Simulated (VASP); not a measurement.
Input of a VASP 6.6.1 run:

Contents of INCAR:

```
SYSTEM = Sr
PREC     = Accurate       ! precision mode
ENCUT    = 500            ! plane-wave cutoff, eV
EDIFF    = 1E-6           ! SCF threshold, eV
ISMEAR   = 0              ! smearing method
SIGMA    = 0.05           ! smearing width, eV
LREAL    = .FALSE.        ! projectors in reciprocal space
LASPH    = .TRUE.         ! aspherical terms in the spheres
NELM     = 120            ! most SCF steps
ALGO     = Normal         ! electronic algorithm
ISIF     = 2              ! what is computed and relaxed
LWAVE    = .FALSE.        ! write WAVECAR
LCHARG   = .FALSE.        ! write CHGCAR
GGA      = PE             ! functional
NBANDS   = 11             ! bands
GGA_COMPAT= .FALSE.
```

The input KPOINTS:

```
regular mesh
0
G
  10 10 10
  0 0 0
```

Contents of POSCAR:

```
Sr
1.0
    0.0000000000      3.0359412502      3.0359412502
    3.0359412502      0.0000000000      3.0359412502
    3.0359412502      3.0359412502      0.0000000000
Sr
1
Direct
    0.0000000000      0.0000000000      0.0000000000
```

Potentials or basis: VASP PAW PBE potentials, release 64 (Sr_sv).

Run with:

```console
$ cat potpaw_PBE.64/Sr_sv/POTCAR > POTCAR
$ mpirun -np 1 vasp_std > vasp.out
```

Problem. What does it give for the band gap on the k mesh?

Solution. Zero (bands 5 and 6 overlap by 0.05 eV).

Problem. Estimate the pressure.

Solution. -0.3 GPa.
